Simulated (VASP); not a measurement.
A run of VASP 6.6.1 is set up as follows.

The input POSCAR:

```
InSb
1.0
    0.0000000000      3.3778984092      3.1718515037
    3.3778984092      0.0000000000      3.1718515037
    3.3778984092      3.3778984092      0.0000000000
In Sb
1 1
Direct
    0.0000000000      0.0000000000      0.0000000000
    0.2500000000      0.2500000000      0.2500000000
```

The input INCAR.step1:

```
SYSTEM = InSb
  ALGO = Normal
  EDIFF = 1E-5
  ENCUT = 550
  GGA = PE
  GGA_COMPAT = .FALSE.
  ISMEAR = -1
  LASPH = .TRUE.
  LCHARG = .FALSE.
  LREAL = .FALSE.
  LWAVE = .TRUE.
  NBANDS = 16
  NELM = 120
  PREC = Accurate
  SIGMA = 0.02
```

Contents of INCAR.step2:

```
SYSTEM = InSb
  ALGO = Normal
  EDIFF = 1E-6
  ENCUT = 550
  GGA_COMPAT = .FALSE.
  ISIF = 2
  ISMEAR = -1
  ISTART = 1
  LASPH = .TRUE.
  LCHARG = .TRUE.
  LELF = .TRUE.
  LMIXTAU = .TRUE.
  LREAL = .FALSE.
  LVHAR = .TRUE.
  LWAVE = .FALSE.
  METAGGA = R2SCAN
  NBANDS = 16
  NELM = 120
  PREC = Accurate
  SIGMA = 0.02
```

The input KPOINTS:

```
k-points
0
G
  6 6 6
  0 0 0
```

Potentials or basis: VASP PAW PBE potentials, release 64 (In_d, Sb).

Launch:

```sh
$ cat potpaw_PBE.64/In_d/POTCAR potpaw_PBE.64/Sb/POTCAR > POTCAR
$ cp INCAR.step1 INCAR
$ mpirun -np 1 vasp_std > vasp.out
$ cp INCAR.step2 INCAR
$ mpirun -np 1 vasp_std > vasp.out
```

What does it give for the band gap on the k mesh?

0.28 eV, direct.

Predict the pressure.

-1.1 GPa.

Stress tensor (GPa, compression positive):
```
-1.62  0.00  0.00
 0.00 -1.62  0.00
 0.00  0.00  0.02
```

Caveat: the cell differs from its parent crystal (epitaxial xy strain +3.0%); the PAW data sets were made with another functional, which shifts forces and pressure a little; spin-orbit coupling is left out, which moves the levels of the heavy elements. A k mesh can miss the band edges.
